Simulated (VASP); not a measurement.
BAs: dielectric tensor with BLYP

BAs:

```
As B
1.0
     0.00000    2.38850    2.38850
     2.38850    0.00000    2.38850
     2.38850    2.38850    0.00000
As B
1 1
Direct
  0.75000 0.75000 0.75000
  0.00000 0.00000 0.00000
```

- Program: VASP 6.6.1
- Task: dielectric tensor
- Functional: BLYP
- Potentials or basis: VASP PAW PBE potentials, release 64 (As, B)
- Cutoff: 520 eV
- k mesh: 10 × 10 × 10
- Occupations: gaussian, width 0.01 eV
- Spin: no spin polarisation
- Dipole correction: no
- Further INCAR settings: ALGO = Normal; EDIFF = 1e-08

- Band gap on the k mesh: 1.41 eV, indirect (least direct gap 3.37 eV)
- Electronic dielectric tensor (diagonal): 9.53
- Born charges (mean of the diagonal): As +0.48; B -0.48 e

Levels at points of the mesh, in eV from the valence-band top:
| k point | band 1 | band 2 | band 3 | band 4 | band 5 | band 6 | band 7 | band 8 |
| --- | --- | --- | --- | --- | --- | --- | --- | --- |
| (0.00, 0.00, 0.00) | -15.30 | 0.00 | 0.00 | 0.00 | 3.37 | 3.37 | 3.37 | 4.68 |
| (0.50, 0.00, 0.00) | -12.49 | -8.64 | -1.80 | -1.80 | 2.79 | 4.93 | 4.93 | 9.12 |
| (0.50, 0.50, 0.00) | -11.20 | -8.42 | -4.00 | -4.00 | 1.67 | 1.70 | 11.31 | 11.31 |

Electronic dielectric tensor:
```
9.53 0.00 0.00
0.00 9.53 0.00
0.00 0.00 9.53
```

Born effective charge tensors (e):
atom 1, As
```
0.48 0.00 0.00
0.00 0.48 0.00
0.00 0.00 0.48
```
atom 2, B
```
-0.48  0.00  0.00
 0.00 -0.48  0.00
 0.00  0.00 -0.48
```

It took 4.4 min on 1 thread of Intel(R) Xeon(R) Platinum 8259CL CPU @ 2.50GHz (Skylake/Cascade Lake) (shared host), peak memory 0.25 GiB.

 A k mesh can miss the band edges.
